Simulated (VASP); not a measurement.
**KZnF3: single point with PBE**

Crystal: KZnF3.

```
K Zn F
1.0
     4.05000    0.00000    0.00000
     0.00000    4.05000    0.01519
     0.00000    0.01519    4.05000
K Zn F
1 1 3
Direct
  0.00000 0.00000 0.00000
  0.50000 0.50000 0.50000
  0.50000 0.50000 0.00000
  0.00000 0.50000 0.50000
  0.50000 0.00000 0.50000
```

This cell differs from its parent crystal: strain +0.0075 x Voigt [0, 0, 0, 1, 0, 0].

```json
{
 "Program": "VASP 6.6.1",
 "Task": "single point",
 "Functional": "PBE",
 "Potentials or basis": "VASP PAW PBE potentials, release 64 (K_sv, Zn, F)",
 "Cutoff": "520 eV",
 "k mesh": "6 × 6 × 6",
 "Occupations": "gaussian, width 0.05 eV",
 "Spin": "no spin polarisation",
 "Dipole correction": "no",
 "Further INCAR settings": "ALGO = Normal; EDIFF = 1e-07; NBANDS = 29"
}
```

```yaml
Pressure: 4.9 GPa
Band_gap_on_the_k_mesh: 3.79 eV (least direct gap 5.63 eV)
```

Stress tensor (GPa, compression positive):
```
 4.92  0.00  0.00
 0.00  4.92 -0.25
 0.00 -0.25  4.92
```

Levels at points of the mesh, in eV from the valence-band top:
| k point | band 17 | band 18 | band 19 | band 20 | band 21 | band 22 | band 23 | band 24 | band 25 | band 26 |
| --- | --- | --- | --- | --- | --- | --- | --- | --- | --- | --- |
| (0.00, 0.00, 0.00) | -2.06 | -2.06 | -1.87 | -1.86 | -1.84 | 3.79 | 8.70 | 8.70 | 9.41 | 11.02 |
| (0.50, 0.00, 0.00) | -2.05 | -2.00 | -1.70 | -1.70 | -1.58 | 6.56 | 8.30 | 9.65 | 11.04 | 11.11 |
| (0.00, 0.50, 0.00) | -2.03 | -2.03 | -1.70 | -1.70 | -1.58 | 6.56 | 8.30 | 9.65 | 11.08 | 11.08 |
| (0.50, 0.50, 0.00) | -2.05 | -1.79 | -1.79 | -1.51 | 0.00 | 8.04 | 10.12 | 10.15 | 10.15 | 11.43 |
| (0.00, 0.50, 0.50) | -2.05 | -1.79 | -1.79 | -1.51 | 0.00 | 8.04 | 10.12 | 10.15 | 10.16 | 11.42 |
| (0.50, 0.50, 0.50) | -1.49 | -1.49 | -1.49 | 0.00 | 0.00 | 8.40 | 8.43 | 8.45 | 10.23 | 12.25 |

Run time: 52 s on 1 thread of Intel(R) Xeon(R) 6975P-C (Granite Rapids) (shared host), peak memory 0.22 GiB.

Caveat: the cell differs from its parent crystal (strain +0.0075 x Voigt [0, 0, 0, 1, 0, 0]); the cell stands under pressure. A k mesh can miss the band edges.
